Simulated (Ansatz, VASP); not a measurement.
## Two plane-wave programs on Ga4As3P

INCAR

```
ALGO     = Normal         # electronic algorithm
EDIFF    = 1E-6           # SCF threshold, eV
ENCUT    = 500            # plane-wave cutoff, eV
GGA      = PE             # functional
GGA_COMPAT= F            
ISIF     = 2              # what is computed and relaxed
ISMEAR   = -1             # smearing method
LASPH    = T              # aspherical terms in the spheres
LCHARG   = T              # write CHGCAR
LELF     = T              # ELF
LREAL    = F              # projectors in reciprocal space
LVHAR    = T            
LWAVE    = F              # write WAVECAR
NBANDS   = 46             # bands
NELM     = 120            # most SCF steps
PREC     = Accurate       # precision mode
SIGMA    = 0.02           # smearing width, eV
```

KPOINTS

```
k-points
0
Gamma
  6 6 2
```

The input POSCAR:

```
Ga4As3P
1.0
    3.9706267320      0.0000000000      0.0000000000
    0.0000000000      3.9706267320      0.0000000000
    0.0000000000      0.0000000000     11.2099046173
P Ga As
1 4 3
Direct
    0.0000000000      0.0000000000      0.0000000000
    0.0000000000      0.5000000000      0.8814179681
    0.5000000000      0.0000000000      0.6272124747
    0.0000000000      0.5000000000      0.3727875253
    0.5000000000      0.0000000000      0.1185820319
    0.5000000000      0.5000000000      0.7542327629
    0.0000000000      0.0000000000      0.5000000000
    0.5000000000      0.5000000000      0.2457672371
```

Input for Ansatz:

```yaml
crystal:
  lattice:
    - [3.970626732, 0.0, 0.0]
    - [0.0, 3.970626732, 0.0]
    - [0.0, 0.0, 11.2099046173]
  atoms:
    - { symbol: P, position: [0.0, 0.0, 0.0] }
    - { symbol: Ga, position: [0.0, 0.5, 0.8814179681] }
    - { symbol: As, position: [0.5, 0.5, 0.7542327629] }
    - { symbol: Ga, position: [0.5, 0.0, 0.6272124747] }
    - { symbol: As, position: [0.0, 0.0, 0.5] }
    - { symbol: Ga, position: [0.0, 0.5, 0.3727875253] }
    - { symbol: As, position: [0.5, 0.5, 0.2457672371] }
    - { symbol: Ga, position: [0.5, 0.0, 0.1185820319] }
kpoints:
  mp_grid: { grid: [6, 6, 2] }
  band_path:
    path:
      - [[0.0, 0.0, 0.0], [0.0, 0.5, 0.0], [0.5, 0.5, 1.114110838442e-33], [0.0, 0.0, 0.0], [4.567092679516e-52, 0.0, 0.5], [4.567092679516e-52, 0.5, 0.5], [0.5, 0.5, 0.5], [4.567092679516e-52, 0.0, 0.5]]
      - [[0.0, 0.5, 0.0], [4.567092679516e-52, 0.5, 0.5]]
      - [[0.5, 0.5, 1.114110838442e-33], [0.5, 0.5, 0.5]]
    npoints: 10
hamiltonian:
  xc: pbe
scf:
  occupations: { method: fermi_dirac, width: 0.02 }
  n_extra_bands: 6
output:
  forces: true
  stress: true
  eigenvalues: true
```

Alike in both runs: task single point; functional PBE; k mesh 6 × 6 × 2; occupations fermi-dirac, width 0.02 eV; no spin polarisation.

```csv
,VASP,Ansatz
version,VASP 6.6.1,Ansatz 0.2.0
potentials or method,"VASP PAW PBE potentials, release 64 (P, Ga_d, As)","plane waves, PAW"
plane-wave cutoff (eV),500,420
valence electrons in the cell,72,102
```

```tsv
	VASP	Ansatz	Ansatz less VASP
gap on the k mesh at the Fermi level (eV)	0.77	0.77	-0.002
pressure (GPa)	2.8	2.7	-0.15
rms of the force components (eV/Å)	0.020	0.016	-0.0048
```

The functional is the same, so the differences come from potentials, cutoffs and numerics. VASP's potentials hold 72 valence electrons a cell and Ansatz's 102, so a difference there can come from the potentials and not from the codes.
